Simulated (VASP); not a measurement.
Input of a VASP 6.6.1 run:

Contents of INCAR:

```
PREC = Accurate
ENCUT = 600
EDIFF = 1E-6
ISMEAR = 0
SIGMA = 0.02
LREAL = False
LASPH = True
NELM = 60
ALGO = Normal
ISIF = 3
LWAVE = False
LCHARG = False
GGA = PE
IBRION = 2
NSW = 100
EDIFFG = -0.01
```

The input KPOINTS:

```
regular mesh
0
Gamma
  12 12 4
```

The input POSCAR:

```
ZnO
1.0
    3.2879672100      0.0000000000      0.0000000000
   -1.6439836000      2.8474631300      0.0000000000
    0.0000000000      0.0000000000      7.1304411900
Zn O
2 2
Direct
    0.0000000000      0.0000000000      0.7500000000
    0.0000000000      0.0000000000      0.2500000000
    0.3333333300      0.6666666700      0.2500000000
    0.6666666700      0.3333333300      0.7500000000
```

Potentials or basis: VASP PAW PBE potentials, release 64 (Zn, O).

Launch:

```bash
$ cat potpaw_PBE.64/Zn/POTCAR potpaw_PBE.64/O/POTCAR > POTCAR
$ mpirun -np 1 vasp_std > vasp.out
```

(1) What does it give for the relaxed volume?

(2) What does it give for the space group after relaxing (to 0.1 Å)?

Results:

(1) 16.68 Å³/atom.

(2) P6_3/mmc (No. 194).
